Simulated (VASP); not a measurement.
**GaSb: single point with PBEsol**

The system is GaSb.

```
Ga Sb
1.0
     0.00000    2.95056    2.95056
     2.95056    0.00000    2.95056
     2.95056    2.95056    0.00000
Ga Sb
1 1
Direct
  0.00000 0.00000 0.00000
  0.75000 0.75000 0.75000
```

```yaml
Program: VASP 6.6.1
Task: single point
Functional: PBEsol
Potentials_or_basis: VASP PAW PBE potentials, release 64 (Ga_d, Sb)
Cutoff: 520 eV
k_mesh: 14 × 14 × 14
Occupations: fermi-dirac, width 0.1 eV
Spin: no spin polarisation
```

```
Pressure               : 7.1 GPa
Band gap on the k mesh : 0.59 eV (least direct gap 0.79 eV)
```

Levels at points of the mesh, in eV from the valence-band top:
| k point | band 6 | band 7 | band 8 | band 9 | band 10 | band 11 | band 12 | band 13 |
| --- | --- | --- | --- | --- | --- | --- | --- | --- |
| (0.00, 0.00, 0.00) | -12.31 | 0.00 | 0.00 | 0.00 | 0.79 | 2.72 | 2.72 | 2.72 |
| (0.50, 0.00, 0.00) | -10.39 | -6.99 | -1.35 | -1.35 | 0.59 | 3.70 | 3.70 | 6.22 |
| (0.50, 0.50, 0.00) | -9.39 | -7.37 | -2.99 | -2.99 | 0.69 | 0.94 | 9.39 | 9.39 |

Run time: 71 s on 1 thread of Intel Xeon 8259CL (shared host), peak memory 0.24 GiB.

Caveat: the cell stands under pressure; the PAW data sets were made with another functional, which shifts forces and pressure a little; spin-orbit coupling is left out, which moves the levels of the heavy elements. A k mesh can miss the band edges.
